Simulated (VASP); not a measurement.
# W2O3 (R-3c) in VASP: single point with PBE

Aim: the single point of W2O3 with PBE.

All numbers are computed with VASP 6.6.1; they aren't measurements. Logs are shortened: lines on timing, memory, paths and dates and some standing lists are left out, and cuts for length are marked.

**1. The cell of the first run**

The structure is trigonal, space group R-3c (No. 167). Conventional cell: a = 4.768 Å, b = 4.768 Å, c = 13.013 Å, α = 90.00°, β = 90.00°, γ = 120.00°. W (site symmetry 3) has 6 O at 1.86 to 1.98 Å within 2.5 Å. O (site symmetry 2) has 4 W at 1.86 to 1.98 Å and 12 O at 2.53 to 2.87 Å within 2.9 Å.

**2. Single point, PBE**

File INCAR:

```
PREC     = Accurate       # precision mode
ENCUT    = 520            # plane-wave cutoff, eV
EDIFF    = 1E-6           # SCF threshold, eV
ISMEAR   = -1             # smearing method
SIGMA    = 0.1            # smearing width, eV
LREAL    = F              # projectors in reciprocal space
LASPH    = T              # aspherical terms in the spheres
NELM     = 80             # most SCF steps
ALGO     = Normal         # electronic algorithm
ISIF     = 2              # what is computed and relaxed
LWAVE    = F              # write WAVECAR
LCHARG   = T              # write CHGCAR
GGA      = PE             # functional
LELF     = T              # ELF
LVHAR    = T            
NBANDS   = 57             # bands
```

File KPOINTS:

```
regular mesh
0
Gamma
  7 7 7
```

File POSCAR:

```
W2O3
1.0
    2.3840490000      4.1292830000      0.0000000000
   -2.3840490000      4.1292830000      0.0000000000
    0.0000000000     -2.7528520000      4.3377640000
W O
4 6
Direct
    0.3521900000      0.3521900000      0.0565700000
    0.1478100000      0.1478100000      0.4434300000
    0.6478100000      0.6478100000      0.9434300000
    0.8521900000      0.8521900000      0.5565700000
    0.9436900000      0.5563100000      0.7500000000
    0.2500000000      0.9436900000      0.7500000000
    0.5563100000      0.2500000000      0.7500000000
    0.0563100000      0.4436900000      0.2500000000
    0.7500000000      0.0563100000      0.2500000000
    0.4436900000      0.7500000000      0.2500000000
```

Potentials or basis: VASP PAW PBE potentials, release 64 (W_sv, O).

Started as:

```bash
> cat potpaw_PBE.64/W_sv/POTCAR potpaw_PBE.64/O/POTCAR > POTCAR
> mpirun -np 1 vasp_std > vasp.out
```

OUTCAR:

```text
PREC = Accurate
   ENCUT = 520
   EDIFF = 1E-6
   ISMEAR = -1
   LREAL = F
   LASPH = T
   NELM = 80
   ISIF = 2
   GGA = PE

 ion  position               nearest neighbor table
   1  0.352  0.352  0.057-   8 1.86  10 1.86   9 1.86   7 1.98   6 1.98   5 1.98   2 2.66   3 2.80
                             3 2.80   3 2.80   2 3.22   2 3.22   2 3.22
   2  0.148  0.148  0.443-   8 1.86   9 1.86  10 1.86   6 1.98   7 1.98   5 1.98   1 2.66   4 2.80
                             4 2.80   4 2.80   1 3.22   1 3.22   1 3.22
   3  0.648  0.648  0.943-   5 1.86   7 1.86   6 1.86  10 1.98   9 1.98   8 1.98   4 2.66   1 2.80
                             1 2.80   1 2.80   4 3.22   4 3.22   4 3.22
   4  0.852  0.852  0.557-   5 1.86   6 1.86   7 1.86   9 1.98  10 1.98   8 1.98   3 2.66   2 2.80
                             2 2.80   2 2.80   3 3.22   3 3.22   3 3.22
   5  0.944  0.556  0.750-   3 1.86   4 1.86   1 1.98   2 1.98
   6  0.250  0.944  0.750-   4 1.86   3 1.86   2 1.98   1 1.98
   7  0.556  0.250  0.750-   3 1.86   4 1.86   1 1.98   2 1.98
   8  0.056  0.444  0.250-   1 1.86   2 1.86   3 1.98   4 1.98
   9  0.750  0.056  0.250-   2 1.86   1 1.86   4 1.98   3 1.98
  10  0.444  0.750  0.250-   1 1.86   2 1.86   3 1.98   4 1.98

  LATTYP: Found a trigonal (rhomboedric) cell.
 ALAT       =     5.1375527688
 COS(alpha) =     0.5693268875

  Lattice vectors:

 A1 = (   2.3840490000,   1.3764310000,   4.3377640000)
 A2 = (  -2.3840490000,   1.3764310000,   4.3377640000)
 A3 = (   0.0000000000,  -2.7528520000,   4.3377640000)

Analysis of symmetry for initial positions (statically):
=====================================================================
 Subroutine PRICEL returns:
 Original cell was already a primitive cell.

 Routine SETGRP: Setting up the symmetry group for a
 trigonal (rhombohedral) supercell.

 Subroutine GETGRP returns: Found 12 space group operations
 (whereof  6 operations were pure point group operations)
 out of a pool of 12 trial point group operations.

The static configuration has the point symmetry S_6 .
 The point group associated with its full space group is D_3d.

Analysis of symmetry for dynamics (positions and initial velocities):
=====================================================================
 Subroutine PRICEL returns:
 Original cell was already a primitive cell.

 Routine SETGRP: Setting up the symmetry group for a
 trigonal (rhombohedral) supercell.

 Subroutine GETGRP returns: Found 12 space group operations
 (whereof  6 operations were pure point group operations)
 out of a pool of 12 trial point group operations.

The dynamic configuration has the point symmetry S_6 .
 The point group associated with its full space group is D_3d.

 Subroutine INISYM returns: Found 12 space group operations
 (whereof  6 operations are pure point group operations),
 and found     1 'primitive' translations

----------------------------------------------------------------------------------------

                                     Primitive cell

  volume of cell :      85.4055

  direct lattice vectors                    reciprocal lattice vectors
     2.384049000  4.129283000  0.000000000     0.209727233  0.121086397  0.076844413
    -2.384049000  4.129283000  0.000000000    -0.209727233  0.121086397  0.076844413
     0.000000000 -2.752852000  4.337764000     0.000000000  0.000000000  0.230533519

  length of vectors
     4.768088477  4.768088477  5.137547144     0.254071824  0.254071824  0.230533519

  position of ions in fractional coordinates (direct lattice)
     0.352190000  0.352190000  0.056570000
     0.147810000  0.147810000  0.443430000
     0.647810000  0.647810000  0.943430000
     0.852190000  0.852190000  0.556570000
     0.943690000  0.556310000  0.750000000
     0.250000000  0.943690000  0.750000000
     0.556310000  0.250000000  0.750000000
     0.056310000  0.443690000  0.250000000
     0.750000000  0.056310000  0.250000000
     0.443690000  0.750000000  0.250000000

  ion indices of the primitive-cell ions
   primitive index   ion index
                 1           1
                 2           2
                 3           3
                 4           4
                 5           5
                 6           6
                 7           7
                 8           8
                 9           9
                10          10

----------------------------------------------------------------------------------------

 KPOINTS: regular mesh

Automatic generation of k-mesh.
 Grid dimensions read from file:
 generate k-points for:    7    7    7

 Generating k-lattice:

  Cartesian coordinates                     Fractional coordinates (reciprocal lattice)
     0.029961033  0.017298057  0.010977773     0.142857143 -0.000000000  0.000000000
    -0.029961033  0.017298057  0.010977773    -0.000000000  0.142857143  0.000000000
     0.000000000  0.000000000  0.032933360     0.000000000  0.000000000  0.142857143

  Length of vectors
     0.036295975  0.036295975  0.032933360

  Shift w.r.t. Gamma in fractional coordinates (k-lattice)
     0.000000000  0.000000000  0.000000000

 Subroutine IBZKPT returns following result:
 ===========================================

 Found     44 irreducible k-points:

 Following reciprocal coordinates:
            Coordinates               Weight
  0.000000  0.000000  0.000000      1.000000
  0.142857  0.000000  0.000000      6.000000
  0.285714  0.000000  0.000000      6.000000
  0.428571  0.000000  0.000000      6.000000
  0.142857  0.142857  0.000000      6.000000
  0.285714  0.142857  0.000000     12.000000
[... 16 lines left out ...]
  0.142857  0.142857  0.142857      6.000000
  0.285714  0.142857  0.142857     12.000000
 [... further k-points ...]
   k-points           NKPTS =     44   k-points in BZ     NKDIM =     44   number of bands    NBANDS=     57
   number of dos      NEDOS =    301   number of ions     NIONS =     10
   total plane-waves  NPLWV =  51840
   dimension x,y,z NGX =    36 NGY =   36 NGZ =   40
   dimension x,y,z NGXF=    72 NGYF=   72 NGZF=   80
   ions per type =               4   6
   NGX,Y,Z   is equivalent  to a cutoff of  12.55, 12.55, 12.94 a.u.
   NGXF,Y,Z  is equivalent  to a cutoff of  25.10, 25.10, 25.89 a.u.
 SYSTEM =  unknown system
   PREC   = accura    normal or accurate (medium, high low for compatibility)
   ISTART =      0    job   : 0-new  1-cont  2-samecut
   ICHARG =      2    charge: 1-file 2-atom 10-const
   ISPIN  =      1    spin polarized calculation?
   LNONCOLLINEAR =      F non collinear calculations
   LSORBIT =      F    spin-orbit coupling
   LASPH  =      T    aspherical Exc in radial PAW
   ENCUT  =  520.0 eV  38.22 Ry    6.18 a.u.   8.87  8.87  9.55*2*pi/ulx,y,z
   NELM   =     80;   NELMIN=  2; NELMDL= -5     # of ELM steps
   EDIFF  = 0.1E-05   stopping-criterion for ELM
   LREAL  =      F    real-space projection
   EDIFFG = 0.1E-04   stopping-criterion for IOM
   NSW    =      0    number of steps for IOM
   IBRION =     -1    ionic relax: 0-MD 1-quasi-New 2-CG
   NFREE  =      0    steps in history (QN), initial steepest desc. (CG)
   ISIF   =      2    stress and relaxation
   ISYM   =      2    0-nonsym 1-usesym 2-fastsym
   POTIM  = 0.5000    time-step for ionic-motion
   TEBEG  =    0.0;   TEEND  =   0.0 temperature during run
   PSTRESS=    0.0 pullay stress
   NELECT =      92.0000    total number of electrons
   NUPDOWN=      -1.0000    fix difference up-down
   EMIN   =  10.00;   EMAX   =-10.00  energy-range for DOS
   EFERMI =   0.00;   METHOD = LEGACY
   ISMEAR =    -1;   SIGMA  =   0.10  broadening in eV -4-tet -1-fermi 0-gaus
   EFERMI_NEDOS =   21; number of points for ismear=-14 and -15
   IALGO  =     38    algorithm
   IMIX   =      4    mixing-type and parameters
     AMIX     =   0.40;   BMIX     =  1.00
     AMIX_MAG =   1.60;   BMIX_MAG =  1.00
  volume/ion in A,a.u.               =       8.54        57.63
  Fermi-wavevector in a.u.,A,eV,Ry     =   1.678194  3.171327 38.318570  2.816335
  Thomas-Fermi vector in A             =   2.762326
   LORBIT       =      0    0 simple, 1 ext, 2 COOP (PROOUT), +10 PAW based schemes
   GGA     = PE    functional components
   LHFCALC =     F    Hartree Fock is set to
   AEXX    =    0.0000 exact exchange contribution
   IVDW    =     0    specifies the selected vdW correction
   LEPSILON=     F    determine dielectric tensor
   LRPA    =     F    only Hartree local field effects (RPA)
 non-spin polarized calculation
  energy-cutoff  :      520.00
  volume of cell :       85.41
 maximum number of plane-waves:      2325
   NGX = 17   NGY = 17   NGZ = 19

 number of electron      92.0000015 magnetization

 Free energy of the ion-electron system (eV)
  ---------------------------------------------------
  ext. energy  EPLUGINS =         0.00000000
  ---------------------------------------------------
  free energy    TOTEN  =       -79.57893163 eV

  energy without entropy =      -79.38334060  energy(sigma->0) =      -79.48113611

 E-fermi :  14.3533     XC(G=0): -14.0585

 val. band max:       14.3495440101   @ k =   0.1429   0.1429   0.0000
 cond. band min:      14.3548625373   @ k =  -0.4286   0.2857   0.1429
 fundamental gap:      0.0053185272
 Fermi energy:        14.3532875387

 k-point     1 :       0.0000    0.0000    0.0000
  band No.  band energies     occupation
      1     -61.2100      2.00000
      2     -61.1341      2.00000
      3     -61.1135      2.00000
      4     -61.0576      2.00000
      5     -26.5730      2.00000
      6     -26.4119      2.00000
[... 49 lines left out ...]
     56      19.2843      0.00000
     57      19.7089      0.00000

 k-point     2 :       0.1429    0.0000    0.0000
  band No.  band energies     occupation
      1     -61.2048      2.00000
      2     -61.1325      2.00000
      3     -61.1161      2.00000
      4     -61.0619      2.00000
      5     -26.5830      2.00000
      6     -26.4049      2.00000
[... 49 lines left out ...]
     56      19.4979      0.00000
     57      19.5658      0.00000

 k-point     3 :       0.2857    0.0000    0.0000
  band No.  band energies     occupation
      1     -61.1905      2.00000
      2     -61.1351      2.00000
      3     -61.1164      2.00000
      4     -61.0735      2.00000
      5     -26.5576      2.00000
      6     -26.3987      2.00000
[... 1194 lines left out ...]
      1     -61.1966      2.00000
      2     -61.1454      2.00000
      3     -61.1055      2.00000
      4     -61.0679      2.00000
      5     -26.5125      2.00000
      6     -26.4849      2.00000
[... 49 lines left out ...]
     56      19.5947      0.00000
     57      19.7304      0.00000

 k-point    24 :       0.2857    0.1429    0.1429
  band No.  band energies     occupation
      1     -61.1851      2.00000
      2     -61.1468      2.00000
      3     -61.1063      2.00000
      4     -61.0774      2.00000
      5     -26.5197      2.00000
      6     -26.4789      2.00000
[... 49 lines left out ...]
     56      19.5496      0.00000
     57      19.6665      0.00000

 [... further k-points ...]

------------------------ aborting loop because EDIFF is reached ----------------------------------------

  FORCE on cell =-STRESS in cart. coord.  units (eV):
  Direction    XX          YY          ZZ          XY          YZ          ZX
  --------------------------------------------------------------------------------------
  -------------------------------------------------------------------------------------
  Total       81.2706513     81.2702185     84.7053671      0.0000000      0.0000651      0.0000000
  in kB     1524.6093592   1524.6012396   1589.0434400      0.0000000      0.0012211      0.0000000
  external PRESSURE =    1546.0846796 kB  Pullay stress =       0.0000000 kB

 VOLUME and BASIS-vectors are now :
 -----------------------------------------------------------------------------
  energy-cutoff  :      520.00
  volume of cell :       85.41
      direct lattice vectors                 reciprocal lattice vectors
     2.384049000  4.129283000  0.000000000     0.209727233  0.121086397  0.076844413
    -2.384049000  4.129283000  0.000000000    -0.209727233  0.121086397  0.076844413
     0.000000000 -2.752852000  4.337764000     0.000000000  0.000000000  0.230533519

 POSITION                                       TOTAL-FORCE (eV/Angst)
 -----------------------------------------------------------------------------------
      0.00000      2.75286      0.24539        -0.000000     -0.000002     -2.219874
      0.00000      0.00000      1.92349        -0.000000      0.000002      2.219874
      0.00000      2.75286      4.09238        -0.000000      0.000002      2.219874
      0.00000      5.50571      2.41427        -0.000000     -0.000002     -2.219874
      0.92353      4.12929      3.25332        -1.192920     -0.000000     -0.000000
     -1.65379      2.86444      3.25332         0.596460     -1.033096      0.000000
      0.73026      1.26484      3.25332         0.596460      1.033096     -0.000000
     -0.92353      1.37643      1.08444         1.192920     -0.000000      0.000000
      1.65379      2.64127      1.08444        -0.596460      1.033096     -0.000000
     -0.73026      4.24087      1.08444        -0.596460     -1.033096     -0.000000
 -----------------------------------------------------------------------------------
    total drift:                                0.000000      0.000000     -0.000000

  FREE ENERGIE OF THE ION-ELECTRON SYSTEM (eV)
  ---------------------------------------------------
  free  energy   TOTEN  =       -79.5789316275 eV

  energy  without entropy=      -79.3833406006  energy(sigma->0) =      -79.48113611
```

It took 2.9 min on 1 thread of Intel Xeon Platinum 8259CL at 2.50GHz (Skylake/Cascade Lake), shared host; peak memory 0.31 GiB.

What came out:

| Property | Result |
| --- | --- |
| Free energy | -79.5789 eV |
| Pressure | 154.6 GPa |
| Largest force | 2.220 eV/Å |
| Band gap on the k mesh | zero (bands 46 and 47 overlap by 0.69 eV) |

Forces on the atoms (eV/Å):
```
W    0.000  0.000 -2.220
W    0.000  0.000  2.220
W    0.000  0.000  2.220
W    0.000  0.000 -2.220
O   -1.193  0.000  0.000
O    0.596 -1.033  0.000
O    0.596  1.033  0.000
O    1.193  0.000  0.000
O   -0.596  1.033  0.000
O   -0.596 -1.033  0.000
```

Levels at points of the mesh, in eV from the Fermi level:
```
           k point  band 42  band 43  band 44  band 45  band 46  band 47  band 48  band 49  band 50  band 51
(0.00, 0.00, 0.00)    -1.88    -1.88    -0.47    -0.47    -0.43    -0.43    -0.39     0.71     0.71     1.21
```

Caveat: the stress differs along the axes, from 152 to 159 GPa; spin-orbit coupling is left out, which moves the levels of the heavy elements; forces of over 1 eV/Å act on the atoms, so gaps and moduli don't describe the material at rest.
